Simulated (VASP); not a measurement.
HfO2:

```
Hf O
1.0
     0.00000    2.60766    2.60766
     2.60766    0.00000    2.60766
     2.60766    2.60766    0.00000
Hf O
1 2
Direct
  0.00000 0.00000 0.00000
  0.75000 0.75000 0.75000
  0.25000 0.25000 0.25000
```

Base run:

| Quantity | Value |
| --- | --- |
| Program | VASP 6.6.1 |
| Functional | BLYP |
| Dispersion | D4 |
| Potentials or basis | VASP PAW PBE potentials, release 64 (Hf_pv, O) |
| Cutoff | 520 eV |
| k mesh | 9 × 9 × 9 |
| Occupations | fermi-dirac, width 0.05 eV |
| Spin | no spin polarisation |

Its results: band gap on the k mesh 3.72 eV, indirect (least direct gap 3.83 eV); pressure -16.7 GPa.

Problem. The run is repeated on the same cell with these changes: functional from BLYP to PBE. What comes out?

Solution. Band gap on the k mesh 3.66 eV, indirect (least direct gap 3.77 eV); pressure -20.3 GPa.

PBE binds more tightly than BLYP, so the same cell stands under less pressure.

Caveats: spin-orbit coupling is left out, which moves the levels of the heavy elements; the PAW data sets were made with another functional, which shifts forces and pressure a little (some runs).

A k mesh can miss the band edges.
